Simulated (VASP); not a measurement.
Wanted: the native input for a VASP 6.6.1 run.

| Quantity | Value |
| --- | --- |
| Task | single point |
| Functional | PBE |
| Potentials or basis | VASP PAW PBE potentials, release 64 (Hf_pv, H) |
| Cutoff | 520 eV |
| k mesh | 12 × 12 × 12 |
| Occupations | gaussian, width 0.1 eV |
| Spin | no spin polarisation |
| Dipole correction | no |
| Further INCAR settings | ALGO = Normal; EDIFF = 1e-07; NBANDS = 17 |

The structure of HfH6 lies in POSCAR:

```
HfH6
1.0
   -2.9025379224      2.9025379224      1.8128822281
    2.9025379224     -2.9025379224      1.8128822281
    2.9025379224      2.9025379224     -1.8128822281
Hf H
1 6
Direct
    0.0000000000      0.0000000000      0.0000000000
    0.0000000000      0.3365627889      0.3365627889
    0.0000000000      0.6634372111      0.6634372111
    0.3365627889      0.0000000000      0.3365627889
    0.6634372111      0.0000000000      0.6634372111
    0.5000000000      0.0000000000      0.5000000000
    0.0000000000      0.5000000000      0.5000000000
```

The input as run:

INCAR

```
PREC = Accurate
ENCUT = 520
EDIFF = 1E-7
ISMEAR = 0
SIGMA = 0.1
LREAL = F
LASPH = T
NELM = 80
ALGO = Normal
ISIF = 2
LWAVE = F
LCHARG = F
GGA = PE
NBANDS = 17
```

KPOINTS

```
regular mesh
0
Gamma
  12 12 12
```

Potentials or basis: VASP PAW PBE potentials, release 64 (Hf_pv, H).

Command:

```bash
$ cat potpaw_PBE.64/Hf_pv/POTCAR potpaw_PBE.64/H/POTCAR > POTCAR
$ mpirun -np 1 vasp_std > vasp.out
```

It gave:

| Quantity | Value |
| --- | --- |
| Pressure | -0.4 GPa |
| Largest force | 0.007 eV/Å |
| Band gap on the k mesh | zero (band 8 reaches 1.99 eV, above the bottom of band 9 at 1.03 eV) |

Caveat: spin-orbit coupling is left out, which moves the levels of the heavy elements.

Wall time 76 s on 1 thread of Intel(R) Xeon(R) 6975P-C (Granite Rapids), on a shared host, peak memory 0.31 GiB.
